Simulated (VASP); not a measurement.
# Zn8O7 (a cell with a defect) in VASP: relaxation of the atoms with PBEsol

Aim: the relaxation of the atoms of Zn8O7 (a cell with a defect) with PBEsol.

Program: VASP 6.6.1. These are calculated values, not measurements. Logs are shortened: lines on timing, memory, paths and dates and some standing lists are left out, and cuts for length are marked.

### 1 The cell of the first run

The cell holds a defect, 15 atoms: a = 6.440 Å, b = 5.577 Å, c = 5.200 Å, α = 90.00°, β = 90.00°, γ = 90.00°.

### 2 Relaxation of the atoms, PBEsol

INCAR

```
SYSTEM = Zn8O7
PREC = Accurate
ENCUT = 520
EDIFF = 1E-6
ISMEAR = -1
SIGMA = 0.05
LREAL = Auto
LASPH = .TRUE.
NELM = 60
ALGO = Normal
ISIF = 2
LWAVE = .FALSE.
LCHARG = .FALSE.
GGA = PS
IBRION = 2
NSW = 80
EDIFFG = -0.03
KPAR = 4
```

KPOINTS

```
Automatic mesh
0
G
  2 3 3
  0 0 0
```

POSCAR

```
Zn8O7
1.0
   -3.2200000000     -5.5772040000      0.0000000000
    4.8300000000     -2.7886020000      0.0000000000
    0.0000000000      0.0000000000      5.2000000000
Zn O
8 7
Direct
    0.4999999600      0.3333333100      0.0000000000
    0.4999999600      0.6666666400      0.5000000000
    0.2499999600      0.8333333100      0.0000000000
    0.2499999800      0.1666666500      0.5000000000
   -0.0000000100      0.3333333300      0.0000000000
   -0.0000000200      0.6666666500      0.5000000000
    0.7499999400      0.8333332900      0.0000000000
    0.7499999600      0.1666666400      0.5000000000
    0.4999999600      0.3333333100      0.3750000000
    0.4999999600      0.6666666400      0.8750000000
    0.2499999800      0.1666666500      0.8750000000
   -0.0000000100      0.3333333300      0.3750000000
   -0.0000000200      0.6666666500      0.8750000000
    0.7499999400      0.8333332900      0.3750000000
    0.7499999600      0.1666666400      0.8750000000
```

Potentials or basis: VASP PAW PBE potentials, release 64 (Zn, O).

Started as:

```bash
$ cat potpaw_PBE.64/Zn/POTCAR potpaw_PBE.64/O/POTCAR > POTCAR
$ mpirun -np 4 vasp_std > vasp.out
```

OUTCAR:

```text
SYSTEM = Zn8O7
   PREC = Accurate
   ENCUT = 520
   EDIFF = 1E-6
   ISMEAR = -1
   LREAL = Auto
   LASPH = .TRUE.
   NELM = 60
   ISIF = 2
   GGA = PS
   IBRION = 2
   NSW = 80
   EDIFFG = -0.03

 ion  position               nearest neighbor table
   1  0.500  0.333  0.000-   9 1.95  11 1.97  10 1.97  15 1.97
   2  0.500  0.667  0.500-  10 1.95  14 1.97   9 1.97
   3  0.250  0.833  0.000-  13 1.97  10 1.97  11 1.97
   4  0.250  0.167  0.500-  11 1.95   9 1.97  12 1.97
   5  1.000  0.333  0.000-  12 1.95  13 1.97  11 1.97  15 1.97
   6  1.000  0.667  0.500-  13 1.95  12 1.97  14 1.97
   7  0.750  0.833  0.000-  14 1.95  10 1.97  15 1.97  13 1.97
   8  0.750  0.167  0.500-  15 1.95   9 1.97  14 1.97  12 1.97
   9  0.500  0.333  0.375-   1 1.95   4 1.97   2 1.97   8 1.97
  10  0.500  0.667  0.875-   2 1.95   7 1.97   1 1.97   3 1.97
  11  0.250  0.167  0.875-   4 1.95   1 1.97   5 1.97   3 1.97
  12  1.000  0.333  0.375-   5 1.95   6 1.97   4 1.97   8 1.97
  13  1.000  0.667  0.875-   6 1.95   5 1.97   3 1.97   7 1.97
  14  0.750  0.833  0.375-   7 1.95   2 1.97   8 1.97   6 1.97
  15  0.750  0.167  0.875-   8 1.95   1 1.97   7 1.97   5 1.97

  LATTYP: Found a simple orthorhombic cell.
 ALAT       =     5.2000000000
 B/A-ratio  =     1.0725391731
 C/A-ratio  =     1.2384616050

  Lattice vectors:

 A1 = (   0.0000000000,   0.0000000000,  -5.2000000000)
 A2 = (   4.8300000000,  -2.7886020000,   0.0000000000)
 A3 = (  -3.2200000000,  -5.5772040000,   0.0000000000)

Analysis of symmetry for initial positions (statically):
=====================================================================
 Subroutine PRICEL returns:
 Original cell was already a primitive cell.

 Routine SETGRP: Setting up the symmetry group for a
 simple orthorhombic supercell.

 Subroutine GETGRP returns: Found  2 space group operations
 (whereof  1 operations were pure point group operations)
 out of a pool of  8 trial point group operations.

The static configuration has the point symmetry C_1 .
 The point group associated with its full space group is C_1h.

Analysis of symmetry for dynamics (positions and initial velocities):
=====================================================================
 Subroutine PRICEL returns:
 Original cell was already a primitive cell.

 Routine SETGRP: Setting up the symmetry group for a
 simple orthorhombic supercell.

 Subroutine GETGRP returns: Found  2 space group operations
 (whereof  1 operations were pure point group operations)
 out of a pool of  8 trial point group operations.

The dynamic configuration has the point symmetry C_1 .
 The point group associated with its full space group is C_1h.

 Subroutine INISYM returns: Found  2 space group operations
 (whereof  1 operations are pure point group operations),
 and found     1 'primitive' translations

----------------------------------------------------------------------------------------

                                     Primitive cell

  volume of cell :     186.7694

  direct lattice vectors                    reciprocal lattice vectors
    -3.220000000 -5.577204000  0.000000000    -0.077639752 -0.134475985  0.000000000
     4.830000000 -2.788602000  0.000000000     0.155279503 -0.089650656  0.000000000
     0.000000000  0.000000000  5.200000000     0.000000000  0.000000000  0.192307692

  length of vectors
     6.440000346  5.577203700  5.200000000     0.155279495  0.179301323  0.192307692

  position of ions in fractional coordinates (direct lattice)
     0.499999960  0.333333310  0.000000000
     0.499999960  0.666666640  0.500000000
     0.249999960  0.833333310  0.000000000
     0.249999980  0.166666650  0.500000000
     0.999999990  0.333333330  0.000000000
     0.999999980  0.666666650  0.500000000
     0.749999940  0.833333290  0.000000000
     0.749999960  0.166666640  0.500000000
     0.499999960  0.333333310  0.375000000
     0.499999960  0.666666640  0.875000000
     0.249999980  0.166666650  0.875000000
     0.999999990  0.333333330  0.375000000
     0.999999980  0.666666650  0.875000000
     0.749999940  0.833333290  0.375000000
     0.749999960  0.166666640  0.875000000

  ion indices of the primitive-cell ions
   primitive index   ion index
                 1           1
[... 35 lines left out ...]

 Subroutine IBZKPT returns following result:
 ===========================================

 Found     10 irreducible k-points:

 Following reciprocal coordinates:
            Coordinates               Weight
  0.000000  0.000000  0.000000      1.000000
  0.500000  0.000000  0.000000      1.000000
 -0.000000  0.333333  0.000000      2.000000
  0.500000  0.333333  0.000000      2.000000
  0.000000  0.000000  0.333333      2.000000
  0.500000  0.000000  0.333333      2.000000
 -0.000000  0.333333  0.333333      2.000000
  0.000000 -0.333333  0.333333      2.000000
  0.500000  0.333333  0.333333      2.000000
  0.500000 -0.333333  0.333333      2.000000
   k-points           NKPTS =     10   k-points in BZ     NKDIM =     10   number of bands    NBANDS=     82
   number of dos      NEDOS =    301   number of ions     NIONS =     15
   total plane-waves  NPLWV =  80640
   dimension x,y,z NGX =    48 NGY =   42 NGZ =   40
   dimension x,y,z NGXF=    96 NGYF=   84 NGZF=   80
   ions per type =               8   7
   NGX,Y,Z   is equivalent  to a cutoff of  12.39, 12.52, 12.79 a.u.
   NGXF,Y,Z  is equivalent  to a cutoff of  24.78, 25.04, 25.58 a.u.
 SYSTEM =  Zn8O7
   PREC   = accura    normal or accurate (medium, high low for compatibility)
   ISTART =      0    job   : 0-new  1-cont  2-samecut
   ICHARG =      2    charge: 1-file 2-atom 10-const
   ISPIN  =      1    spin polarized calculation?
   LNONCOLLINEAR =      F non collinear calculations
   LSORBIT =      F    spin-orbit coupling
   LASPH  =      T    aspherical Exc in radial PAW
   ENCUT  =  520.0 eV  38.22 Ry    6.18 a.u.  11.97 10.37  9.67*2*pi/ulx,y,z
   NELM   =     60;   NELMIN=  2; NELMDL= -5     # of ELM steps
   EDIFF  = 0.1E-05   stopping-criterion for ELM
   LREAL  =      T    real-space projection
   EDIFFG = -.3E-01   stopping-criterion for IOM
   NSW    =     80    number of steps for IOM
   IBRION =      2    ionic relax: 0-MD 1-quasi-New 2-CG
   NFREE  =      1    steps in history (QN), initial steepest desc. (CG)
   ISIF   =      2    stress and relaxation
   ISYM   =      2    0-nonsym 1-usesym 2-fastsym
   POTIM  = 0.5000    time-step for ionic-motion
   TEBEG  =    0.0;   TEEND  =   0.0 temperature during run
   PSTRESS=    0.0 pullay stress
   NELECT =     138.0000    total number of electrons
   NUPDOWN=      -1.0000    fix difference up-down
   EMIN   =  10.00;   EMAX   =-10.00  energy-range for DOS
   EFERMI =   0.00;   METHOD = LEGACY
   ISMEAR =    -1;   SIGMA  =   0.05  broadening in eV -4-tet -1-fermi 0-gaus
   EFERMI_NEDOS =   21; number of points for ismear=-14 and -15
   IALGO  =     38    algorithm
   IMIX   =      4    mixing-type and parameters
     AMIX     =   0.40;   BMIX     =  1.00
     AMIX_MAG =   1.60;   BMIX_MAG =  1.00
  volume/ion in A,a.u.               =      12.45        84.03
  Fermi-wavevector in a.u.,A,eV,Ry     =   1.480014  2.796822 29.802782  2.190443
  Thomas-Fermi vector in A             =   2.594101
   LORBIT       =      0    0 simple, 1 ext, 2 COOP (PROOUT), +10 PAW based schemes
   GGA     = PS    functional components
   LHFCALC =     F    Hartree Fock is set to
   AEXX    =    0.0000 exact exchange contribution
   IVDW    =     0    specifies the selected vdW correction
   LEPSILON=     F    determine dielectric tensor
   LRPA    =     F    only Hartree local field effects (RPA)
 conjugate gradient relaxation of ions
 non-spin polarized calculation
  energy-cutoff  :      520.00
  volume of cell :      186.77
 maximum number of plane-waves:      5053
 NGX is ok and might be reduce to    48
   NGX = 23   NGY = 21   NGZ = 19

--------------------------------------- Ionic step        1  -------------------------------------------

 number of electron     138.0000114 magnetization

 Free energy of the ion-electron system (eV)
  ---------------------------------------------------
  ext. energy  EPLUGINS =         0.00000000
  ---------------------------------------------------
  free energy    TOTEN  =       -68.18896076 eV

  energy without entropy =      -68.18884231  energy(sigma->0) =      -68.18890154

------------------------ aborting loop because EDIFF is reached ----------------------------------------

  FORCE on cell =-STRESS in cart. coord.  units (eV):
  Direction    XX          YY          ZZ          XY          YZ          ZX
  --------------------------------------------------------------------------------------
  -------------------------------------------------------------------------------------
  Total       -0.1790471     -0.0376449      2.0298924      0.1224579     -0.0023416      0.0040558
  in kB       -1.5359322     -0.3229317     17.4131709      1.0504894     -0.0200868      0.0347921
  external PRESSURE =       5.1847690 kB  Pullay stress =       0.0000000 kB
[... 128 lines left out ...]
  FREE ENERGIE OF THE ION-ELECTRON SYSTEM (eV)
  ---------------------------------------------------
  free  energy   TOTEN  =       -68.5401517748 eV

  energy  without entropy=      -68.5401515274  energy(sigma->0) =      -68.54015165

[... ionic steps 4 to 10 ...]

--------------------------------------- Ionic step       11  -------------------------------------------

 number of electron     138.0000003 magnetization

------------------------ aborting loop because EDIFF is reached ----------------------------------------
[... 93 lines left out ...]
--------------------------------------- Ionic step       13  -------------------------------------------

 number of electron     138.0000017 magnetization

 Free energy of the ion-electron system (eV)
  ---------------------------------------------------
  ext. energy  EPLUGINS =         0.00000000
  ---------------------------------------------------
  free energy    TOTEN  =       -68.68827779 eV

  energy without entropy =      -68.68827762  energy(sigma->0) =      -68.68827771

 E-fermi :   1.8007     XC(G=0): -11.1210

 val. band max:        1.0249346498   @ k =   0.5000   0.0000   0.3333
 cond. band min:       2.4951171591   @ k =   0.5000   0.0000   0.0000
 fundamental gap:      1.4701825093
 Fermi energy:         1.8007079330

 k-point     1 :       0.0000    0.0000    0.0000
  band No.  band energies     occupation
      1     -16.9067      2.00000
      2     -16.2805      2.00000
      3     -16.2649      2.00000
      4     -16.2353      2.00000
      5     -16.1661      2.00000
      6     -16.0272      2.00000
[... 829 lines left out ...]
     80       9.4229      0.00000
     81       9.6518      0.00000
 [bands above 81 left out]

------------------------ aborting loop because EDIFF is reached ----------------------------------------

  FORCE on cell =-STRESS in cart. coord.  units (eV):
  Direction    XX          YY          ZZ          XY          YZ          ZX
  --------------------------------------------------------------------------------------
  -------------------------------------------------------------------------------------
  Total       -6.1550020     -5.8042078     -6.8908933      0.3037974      0.0363823     -0.0630159
  in kB      -52.7998926    -49.7906501    -59.1126412      2.6060869      0.3121010     -0.5405734
  external PRESSURE =     -53.9010613 kB  Pullay stress =       0.0000000 kB
[... 30 lines left out ...]
  FREE ENERGIE OF THE ION-ELECTRON SYSTEM (eV)
  ---------------------------------------------------
  free  energy   TOTEN  =       -68.6882777879 eV

  energy  without entropy=      -68.6882776227  energy(sigma->0) =      -68.68827771

 reached required accuracy - stopping structural energy minimisation
```

Run time: 21 min. Hardware: 4 MPI ranks of Oxide Virtual Turin-like, shared host; peak memory 0.32 GiB.

What came out:

```yaml
Free_energy: -68.6883 eV
Energy_gained_by_relaxing: 33.3 meV/atom
Ionic_steps: 13
Pressure_after_relaxing: -5.4 GPa
Largest_force_after_relaxing: 0.018 eV/Å
Band_gap_on_the_k_mesh: 1.47 eV
```

Forces in eV/Å, atoms in the order of the input:
```
Zn   0.004  0.017 -0.003
Zn   0.002  0.006  0.014
Zn   0.000  0.000  0.003
Zn  -0.006  0.003  0.002
Zn  -0.013 -0.012 -0.003
Zn  -0.004 -0.005  0.014
Zn   0.010 -0.006 -0.003
Zn  -0.002  0.001 -0.017
O    0.007 -0.003 -0.002
O   -0.007 -0.008  0.004
O    0.004 -0.002 -0.003
O    0.006 -0.004 -0.002
O    0.003  0.010  0.004
O   -0.011  0.007 -0.005
O    0.007 -0.004 -0.002
```

Step by step:
```
step  energy change (eV)  largest force (eV/Å)  pressure (GPa)
   1              0.0000                1.0146            0.52
   2             -0.1678                0.7755           -0.76
   3             -0.3512                0.7573           -4.11
   4             -0.3578                0.6644           -3.62
   5             -0.4562                0.2092           -4.87
   6             -0.4641                0.2718           -5.28
   7             -0.4850                0.1435           -5.33
   8             -0.4868                0.1501           -5.35
   9             -0.4936                0.1186           -5.33
  10             -0.4955                0.1266           -5.32
  11             -0.4988                0.0350           -5.38
  12             -0.4988                0.0322           -5.36
  13             -0.4993                0.0179           -5.39
```

Final structure:
```
Zn O
1.0
    -3.22000   -5.57720    0.00000
     4.83000   -2.78860    0.00000
     0.00000    0.00000    5.20000
Zn O
8 7
Direct
  0.49565 0.33466 0.99254
  0.47551 0.68148 0.48918
  0.25000 0.83435 0.05317
  0.25000 0.12658 0.48700
  0.00435 0.33466 0.99254
  0.02449 0.68148 0.48918
  0.75000 0.83141 0.99318
  0.75000 0.17328 0.49314
  0.49046 0.33583 0.37849
  0.49026 0.67317 0.87500
  0.25000 0.15166 0.87209
  0.00954 0.33583 0.37849
  0.00974 0.67317 0.87500
  0.75000 0.82932 0.37978
  0.75000 0.16976 0.87623
```

Caveat: the k points lie up to 0.49 Å⁻¹ apart; the PAW data sets were made with another functional, which shifts forces and pressure a little.
